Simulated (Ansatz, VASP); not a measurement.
HfN in VASP and in Ansatz

Contents of INCAR:

```
PREC = Accurate
ENCUT = 520
EDIFF = 1E-8
ISMEAR = -1
SIGMA = 0.01
LREAL = False
LASPH = True
NELM = 120
ALGO = Normal
ISIF = 2
LWAVE = False
LCHARG = False
GGA = PS
LEFG = True
NBANDS = 14
GGA_COMPAT = False
```

File KPOINTS:

```
Automatic mesh
0
Gamma
  10 10 10
```

File POSCAR:

```
HfN
1.0
    0.0000000000      2.3033053658      2.3033053658
    2.3033053658      0.0000000000      2.3033053658
    2.3033053658      2.3033053658      0.0000000000
Hf N
1 1
Direct
    0.0000000000      0.0000000000      0.0000000000
    0.5000000000      0.5000000000      0.5000000000
```

Input for Ansatz:

```yaml
crystal:
  lattice:
    - [0.0, 2.3033053658, 2.3033053658]
    - [2.3033053658, 0.0, 2.3033053658]
    - [2.3033053658, 2.3033053658, 0.0]
  atoms:
    - { symbol: Hf, position: [0.0, 0.0, 0.0] }
    - { symbol: "N", position: [0.5, 0.5, 0.5] }
kpoints:
  mp_grid: { grid: [10, 10, 10] }
scf:
  occupations: { method: fermi_dirac, width: 0.01 }
hamiltonian:
  xc: pbesol
  pseudopotentials: { kind: paw }
output:
  forces: true
  stress: true
  eigenvalues: true
  efg: { contact_densities: true }
```

Change from the starting cell: volume scaled by 1.06, PAW files.

Alike in both runs: task electric field gradients; functional PBEsol; k mesh 10 × 10 × 10; occupations fermi-dirac, width 0.01 eV; no spin polarisation.

```csv
,VASP,Ansatz
version,VASP 6.6.1,Ansatz 0.2.0
potentials or method,"VASP PAW PBE potentials, release 64 (Hf_pv, N)","PAW with Ansatz's default frozen-core files, scalar-relativistic"
plane-wave cutoff (eV),520,420
valence electrons in the cell,15,31
```

Ansatz gave:

| Quantity | Value |
| --- | --- |
| pressure (GPa) | -16.9 |

**Question.** What did VASP give for the same quantities?

**Answer.** Pressure (GPa): -18.9.

VASP's potentials were made for PBE, not for PBEsol. With one functional, cell and mesh, what is left measures potentials, basis and numerics. VASP's potentials hold 15 valence electrons a cell and Ansatz's 31, so a difference there can come from the potentials and not from the codes.

Neither program's run includes spin-orbit coupling.
